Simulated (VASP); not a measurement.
# AgO2 (C2/m) in VASP: single point with r2SCAN

Aim: the single point of AgO2 with r2SCAN.

Everything below comes from runs of VASP 6.6.1. Logs are shortened: lines on timing, memory, paths and dates and some standing lists are left out, and cuts for length are marked.

## 1. The cell of the first run

The structure is monoclinic, space group C2/m (No. 12). Conventional cell: a = 5.566 Å, b = 3.271 Å, c = 3.783 Å, α = 90.00°, β = 90.74°, γ = 90.00°. O (site symmetry m) has 3 Ag at 2.07 to 2.10 Å and 6 O at 2.64 to 2.71 Å within 2.8 Å. Within 2.7 Å of Ag (site symmetry 2/m) lie 6 O at 2.07 to 2.10 Å.

## 2. Single point, r2SCAN

Contents of POSCAR:

```
AgO2
1.0
    2.7829329112     -1.6352797342      0.0185551593
    2.7829329112      1.6352797342      0.0185551593
    0.0238849815      0.0000000000      3.7824919169
O Ag
2 1
Direct
    0.6700873894      0.6700873894      0.7531088572
    0.3299126106      0.3299126106      0.2468911428
    0.0000000000      0.0000000000      0.0000000000
```

Contents of INCAR.step1:

```
  PREC = Accurate
  ENCUT = 770
  ISMEAR = 0
  SIGMA = 0.1
  LREAL = False
  LASPH = True
  NELM = 120
  NBANDS = 22
  GGA = PE
  ALGO = Normal
  EDIFF = 1E-5
  LWAVE = True
  LCHARG = False
  GGA_COMPAT = False
```

Contents of INCAR.step2:

```
  PREC = Accurate
  ENCUT = 770
  EDIFF = 1E-6
  ISMEAR = 0
  SIGMA = 0.1
  LREAL = False
  LASPH = True
  NELM = 120
  ALGO = Normal
  ISIF = 2
  LWAVE = False
  LCHARG = True
  METAGGA = R2SCAN
  LMIXTAU = True
  LELF = True
  LVHAR = True
  NBANDS = 22
  ISTART = 1
  GGA_COMPAT = False
```

Contents of KPOINTS:

```
Automatic mesh
0
Gamma
  8 8 6
```

Potentials or basis: VASP PAW PBE potentials, release 64 (O, Ag_sv_GW).

Run with:

```bash
cat potpaw_PBE.64/O/POTCAR potpaw_PBE.64/Ag_sv_GW/POTCAR > POTCAR
cp INCAR.step1 INCAR
mpirun -np 1 vasp_std > vasp.out
cp INCAR.step2 INCAR
mpirun -np 1 vasp_std > vasp.out
```

OUTCAR:

```text
PREC = Accurate
   ENCUT = 770
   EDIFF = 1E-6
   ISMEAR = 0
   LREAL = False
   LASPH = True
   NELM = 120
   ISIF = 2
   METAGGA = R2SCAN
   ISTART = 1

 ion  position               nearest neighbor table
   1  0.670  0.670  0.753-   3 2.07   3 2.10   3 2.10
   2  0.330  0.330  0.247-   3 2.07   3 2.10   3 2.10
   3  0.000  0.000  0.000-   1 2.07   2 2.07   1 2.10   1 2.10   2 2.10   2 2.10

  LATTYP: Found a base centered monoclinic cell.
 ALAT       =     5.5659895372
 B/A-ratio  =     0.5875971283
 C/A-ratio  =     0.6795857777
 COS(beta)  =    -0.0129815515

  Lattice vectors:

 A1 = (  -2.7829329112,   1.6352797342,  -0.0185551593)
 A2 = (  -2.7829329112,  -1.6352797342,  -0.0185551593)
 A3 = (   0.0238849815,   0.0000000000,   3.7824919169)

Analysis of symmetry for initial positions (statically):
=====================================================================
 Subroutine PRICEL returns:
 Original cell was already a primitive cell.

 Routine SETGRP: Setting up the symmetry group for a
 base centered monoclinic supercell.

 Subroutine GETGRP returns: Found  4 space group operations
 (whereof  4 operations were pure point group operations)
 out of a pool of  4 trial point group operations.

The static configuration has the point symmetry C_2h.

Analysis of symmetry for dynamics (positions and initial velocities):
=====================================================================
 Subroutine PRICEL returns:
 Original cell was already a primitive cell.

 Routine SETGRP: Setting up the symmetry group for a
 base centered monoclinic supercell.

 Subroutine GETGRP returns: Found  4 space group operations
 (whereof  4 operations were pure point group operations)
 out of a pool of  4 trial point group operations.

The dynamic configuration has the point symmetry C_2h.

 Subroutine INISYM returns: Found  4 space group operations
 (whereof  4 operations are pure point group operations),
 and found     1 'primitive' translations

----------------------------------------------------------------------------------------

                                     Primitive cell

  volume of cell :      34.4258

  direct lattice vectors                    reciprocal lattice vectors
     2.782932911 -1.635279734  0.018555159     0.179674131 -0.305758085 -0.001134573
     2.782932911  1.635279734  0.018555159     0.179674131  0.305758085 -0.001134573
     0.023884981  0.000000000  3.782491917    -0.001762797  0.000000000  0.264387109

  length of vectors
     3.227878512  3.227878512  3.782567328     0.354643606  0.354643606  0.264392986

  position of ions in fractional coordinates (direct lattice)
     0.670087389  0.670087389  0.753108857
     0.329912611  0.329912611  0.246891143
     0.000000000  0.000000000  0.000000000

  ion indices of the primitive-cell ions
   primitive index   ion index
                 1           1
                 2           2
                 3           3

----------------------------------------------------------------------------------------

 KPOINTS: Automatic mesh

Automatic generation of k-mesh.
 Grid dimensions read from file:
 generate k-points for:    8    8    6

 Generating k-lattice:

  Cartesian coordinates                     Fractional coordinates (reciprocal lattice)
     0.022459266 -0.038219761 -0.000141822     0.125000000 -0.000000000  0.000000000
     0.022459266  0.038219761 -0.000141822    -0.000000000  0.125000000  0.000000000
    -0.000293799  0.000000000  0.044064518     0.000000000  0.000000000  0.166666667

  Length of vectors
     0.044330451  0.044330451  0.044065498

  Shift w.r.t. Gamma in fractional coordinates (k-lattice)
     0.000000000  0.000000000  0.000000000

 Subroutine IBZKPT returns following result:
 ===========================================

 Found    114 irreducible k-points:

 Following reciprocal coordinates:
            Coordinates               Weight
  0.000000  0.000000  0.000000      1.000000
  0.125000 -0.000000 -0.000000      4.000000
  0.250000 -0.000000 -0.000000      4.000000
  0.375000 -0.000000  0.000000      4.000000
  0.500000 -0.000000 -0.000000      2.000000
  0.125000  0.125000 -0.000000      2.000000
[... 16 lines left out ...]
  0.125000 -0.000000  0.166667      4.000000
  0.250000 -0.000000  0.166667      4.000000
 [... further k-points ...]
   k-points           NKPTS =    114   k-points in BZ     NKDIM =    114   number of bands    NBANDS=     22
   number of dos      NEDOS =    301   number of ions     NIONS =      3
   total plane-waves  NPLWV =  32400
   dimension x,y,z NGX =    30 NGY =   30 NGZ =   36
   dimension x,y,z NGXF=    60 NGYF=   60 NGZF=   72
   ions per type =               2   1
   NGX,Y,Z   is equivalent  to a cutoff of  15.45, 15.45, 15.82 a.u.
   NGXF,Y,Z  is equivalent  to a cutoff of  30.90, 30.90, 31.64 a.u.
 SYSTEM =  unknown system
   PREC   = accura    normal or accurate (medium, high low for compatibility)
   ISTART =      1    job   : 0-new  1-cont  2-samecut
   ICHARG =      0    charge: 1-file 2-atom 10-const
   ISPIN  =      1    spin polarized calculation?
   LNONCOLLINEAR =      F non collinear calculations
   LSORBIT =      F    spin-orbit coupling
   LASPH  =      T    aspherical Exc in radial PAW
   ENCUT  =  770.0 eV  56.59 Ry    7.52 a.u.   7.30  7.30  8.56*2*pi/ulx,y,z
   NELM   =    120;   NELMIN=  2; NELMDL=  0     # of ELM steps
   EDIFF  = 0.1E-05   stopping-criterion for ELM
   LREAL  =      F    real-space projection
   EDIFFG = 0.1E-04   stopping-criterion for IOM
   NSW    =      0    number of steps for IOM
   IBRION =     -1    ionic relax: 0-MD 1-quasi-New 2-CG
   NFREE  =      0    steps in history (QN), initial steepest desc. (CG)
   ISIF   =      2    stress and relaxation
   ISYM   =      2    0-nonsym 1-usesym 2-fastsym
   POTIM  = 0.5000    time-step for ionic-motion
   TEBEG  =    0.0;   TEEND  =   0.0 temperature during run
   PSTRESS=    0.0 pullay stress
   NELECT =      31.0000    total number of electrons
   NUPDOWN=      -1.0000    fix difference up-down
   EMIN   =  10.00;   EMAX   =-10.00  energy-range for DOS
   EFERMI =   0.00;   METHOD = LEGACY
   ISMEAR =     0;   SIGMA  =   0.10  broadening in eV -4-tet -1-fermi 0-gaus
   EFERMI_NEDOS =   21; number of points for ismear=-14 and -15
   IALGO  =     38    algorithm
   IMIX   =      4    mixing-type and parameters
     AMIX     =   0.40;   BMIX     =  1.00
     AMIX_MAG =   1.60;   BMIX_MAG =  1.00
  volume/ion in A,a.u.               =      11.48        77.44
  Fermi-wavevector in a.u.,A,eV,Ry     =   1.580886  2.987441 34.003689  2.499201
  Thomas-Fermi vector in A             =   2.681045
   LORBIT       =      0    0 simple, 1 ext, 2 COOP (PROOUT), +10 PAW based schemes
   METAGGA = R2SCAN    functional components
   LHFCALC =     F    Hartree Fock is set to
   AEXX    =    0.0000 exact exchange contribution
   IVDW    =     0    specifies the selected vdW correction
   LEPSILON=     F    determine dielectric tensor
   LRPA    =     F    only Hartree local field effects (RPA)
 non-spin polarized calculation
 Gauss-broadening in eV      SIGMA  =   0.10
  energy-cutoff  :      770.00
  volume of cell :       34.43
 maximum number of plane-waves:      1690
 NGX is ok and might be reduce to    30
   NGX = 15   NGY = 15   NGZ = 17

 number of electron      30.9999995 magnetization

 Free energy of the ion-electron system (eV)
  ---------------------------------------------------
  ext. energy  EPLUGINS =         0.00000000
  ---------------------------------------------------
  free energy    TOTEN  =       -30.19371978 eV

  energy without entropy =      -30.18047169  energy(sigma->0) =      -30.18709574

 E-fermi :   3.6696     XC(G=0): -12.3150

 val. band max:        3.6629203722   @ k =   0.5000   0.2500   0.3333
 cond. band min:       3.6709267805   @ k =   0.5000  -0.0000   0.1667
 fundamental gap:      0.0080064083
 Fermi energy:         3.6695782050

 k-point     1 :       0.0000    0.0000    0.0000
  band No.  band energies     occupation
      1     -91.7455      2.00000
      2     -54.3559      2.00000
      3     -54.3180      2.00000
      4     -54.1322      2.00000
      5     -16.4561      2.00000
      6     -14.2390      2.00000
[... 14 lines left out ...]
     21      20.2434      0.00000
     22      21.9827      0.00000

 k-point     2 :       0.1250   -0.0000   -0.0000
  band No.  band energies     occupation
      1     -91.7452      2.00000
      2     -54.3584      2.00000
      3     -54.3219      2.00000
      4     -54.1316      2.00000
      5     -16.3296      2.00000
      6     -14.3445      2.00000
[... 14 lines left out ...]
     21      20.5100      0.00000
     22      21.9578      0.00000

 k-point     3 :       0.2500   -0.0000   -0.0000
  band No.  band energies     occupation
      1     -91.7444      2.00000
      2     -54.3653      2.00000
      3     -54.3303      2.00000
      4     -54.1300      2.00000
      5     -15.9977      2.00000
      6     -14.6014      2.00000
[... 14 lines left out ...]
     21      21.4093      0.00000
     22      21.4934      0.00000

 k-point     4 :       0.3750   -0.0000    0.0000
  band No.  band energies     occupation
      1     -91.7437      2.00000
      2     -54.3734      2.00000
      3     -54.3374      2.00000
      4     -54.1284      2.00000
      5     -15.5862      2.00000
      6     -14.9023      2.00000
[... 14 lines left out ...]
     21      20.7277      0.00000
     22      20.8311      0.00000

 k-point     5 :       0.5000   -0.0000   -0.0000
  band No.  band energies     occupation
      1     -91.7434      2.00000
      2     -54.3771      2.00000
      3     -54.3399      2.00000
      4     -54.1278      2.00000
      5     -15.2529      2.00000
      6     -15.1790      2.00000
[... 417 lines left out ...]
 k-point    22 :       0.0000    0.0000    0.1667
  band No.  band energies     occupation
      1     -91.7455      2.00000
      2     -54.3559      2.00000
      3     -54.3180      2.00000
      4     -54.1327      2.00000
      5     -16.3451      2.00000
      6     -14.3875      2.00000
[... 14 lines left out ...]
     21      20.3028      0.00000
     22      21.3013      0.00000

 k-point    23 :       0.1250   -0.0000    0.1667
  band No.  band energies     occupation
      1     -91.7452      2.00000
      2     -54.3584      2.00000
      3     -54.3218      2.00000
      4     -54.1320      2.00000
      5     -16.2229      2.00000
      6     -14.4786      2.00000
[... 14 lines left out ...]
     21      20.4652      0.00000
     22      20.8620      0.00000

 k-point    24 :       0.2500   -0.0000    0.1667
  band No.  band energies     occupation
      1     -91.7444      2.00000
      2     -54.3652      2.00000
      3     -54.3302      2.00000
      4     -54.1305      2.00000
      5     -15.8942      2.00000
      6     -14.7160      2.00000
[... 14 lines left out ...]
     21      19.7770      0.00000
     22      21.2801      0.00000

 [... further k-points ...]

------------------------ aborting loop because EDIFF is reached ----------------------------------------

  FORCE on cell =-STRESS in cart. coord.  units (eV):
  Direction    XX          YY          ZZ          XY          YZ          ZX
  --------------------------------------------------------------------------------------
  -------------------------------------------------------------------------------------
  Total        0.0703826     -0.0658285     -0.0746078      0.0000000      0.0000000      0.0315217
  in kB        3.2756036     -3.0636568     -3.4722469      0.0000000      0.0000000      1.4670203
  external PRESSURE =      -1.0867667 kB  Pullay stress =       0.0000000 kB

 VOLUME and BASIS-vectors are now :
 -----------------------------------------------------------------------------
  energy-cutoff  :      770.00
  volume of cell :       34.43
      direct lattice vectors                 reciprocal lattice vectors
     2.782932911 -1.635279734  0.018555159     0.179674131 -0.305758085 -0.001134573
     2.782932911  1.635279734  0.018555159     0.179674131  0.305758085 -0.001134573
     0.023884981  0.000000000  3.782491917    -0.001762797  0.000000000  0.264387109

 POSITION                                       TOTAL-FORCE (eV/Angst)
 -----------------------------------------------------------------------------------
      3.74760      0.00000      2.87350        -0.039796      0.000000     -0.005105
      1.84215      0.00000      0.94611         0.039796      0.000000      0.005105
      0.00000      0.00000      0.00000        -0.000000     -0.000000      0.000000
 -----------------------------------------------------------------------------------
    total drift:                                0.000000      0.000000      0.000000

  FREE ENERGIE OF THE ION-ELECTRON SYSTEM (eV)
  ---------------------------------------------------
  free  energy   TOTEN  =       -30.1937197775 eV

  energy  without entropy=      -30.1804716937  energy(sigma->0) =      -30.18709574
```

Run time: 9.5 min. Hardware: 1 thread of Intel Xeon Platinum 8259CL at 2.50GHz (Skylake/Cascade Lake), shared host; peak memory 0.32 GiB.

What came out:

* Free energy: -30.1937 eV
* Pressure: -0.1 GPa
* Largest force: 0.040 eV/Å
* Band gap on the k mesh: zero (an odd number of electrons rules out a gap without spin polarisation)

Forces in eV/Å, atoms in the order of the input:
```
O   -0.040  0.000 -0.005
O    0.040  0.000  0.005
Ag   0.000  0.000  0.000
```

Stress tensor (GPa, compression positive):
```
 0.33  0.00  0.15
 0.00 -0.31  0.00
 0.15  0.00 -0.35
```

Caveat: the PAW data sets were made with another functional, which shifts forces and pressure a little; an odd number of electrons without spin polarisation forces a metal; a magnetic or distorted state may lie lower.
